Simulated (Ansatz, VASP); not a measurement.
Two plane-wave programs on Al

The input INCAR:

```
PREC     = Accurate       # precision mode
ENCUT    = 520            # plane-wave cutoff, eV
EDIFF    = 1E-6           # SCF threshold, eV
ISMEAR   = 0              # smearing method
SIGMA    = 0.15           # smearing width, eV
LREAL    = F              # projectors in reciprocal space
LASPH    = T              # aspherical terms in the spheres
NELM     = 100            # most SCF steps
ALGO     = Fast           # electronic algorithm
ISIF     = 2              # what is computed and relaxed
LWAVE    = F              # write WAVECAR
LCHARG   = T              # write CHGCAR
LELF     = T              # ELF
LVHAR    = T            
NBANDS   = 8              # bands
```

Contents of KPOINTS:

```
regular mesh
0
Gamma
  22 22 22
```

Contents of POSCAR:

```
Al
1.0
   -1.5945736486      1.5945736486      1.5945736486
    1.5945736486     -1.5945736486      1.5945736486
    1.5945736486      1.5945736486     -1.5945736486
Al
1
Direct
    0.0000000000      0.0000000000      0.0000000000
```

Input for Ansatz:

```yaml
crystal:
  lattice:
    - [-1.5945736486, 1.5945736486, 1.5945736486]
    - [1.5945736486, -1.5945736486, 1.5945736486]
    - [1.5945736486, 1.5945736486, -1.5945736486]
  atoms:
    - { symbol: Al, position: [0.0, 0.0, 0.0] }
basis:
  ecutwfc: 420
kpoints:
  mp_grid: { grid: [22, 22, 22] }
hamiltonian:
  xc: lda
scf:
  occupations: { method: gaussian, width: 0.15 }
output:
  forces: true
  stress: true
  eigenvalues: true
```

Alike in both runs: task single point; functional LDA; k mesh 22 × 22 × 22; occupations gaussian, width 0.15 eV; no spin polarisation.

|  | VASP | Ansatz |
| --- | --- | --- |
| version | VASP 6.6.1 | Ansatz 0.2.0 |
| potentials or method | VASP PAW LDA potentials, release 64 (Al), cutoff 520 eV | scalar-relativistic, plane waves, PAW |
| valence electrons in the cell | 3 | 3 |

Ansatz gave:

* gap on the k mesh at the Fermi level (eV): none
* pressure (GPa): -0.1

Q: Which values does VASP return?

A: gap on the k mesh at the Fermi level (eV): none; pressure (GPa): 0.0.

LDA's correlation is that of Perdew and Zunger in VASP and of Perdew and Wang (1992) in Ansatz. A gap of «none» marks a metal or a gap that the smearing closes.
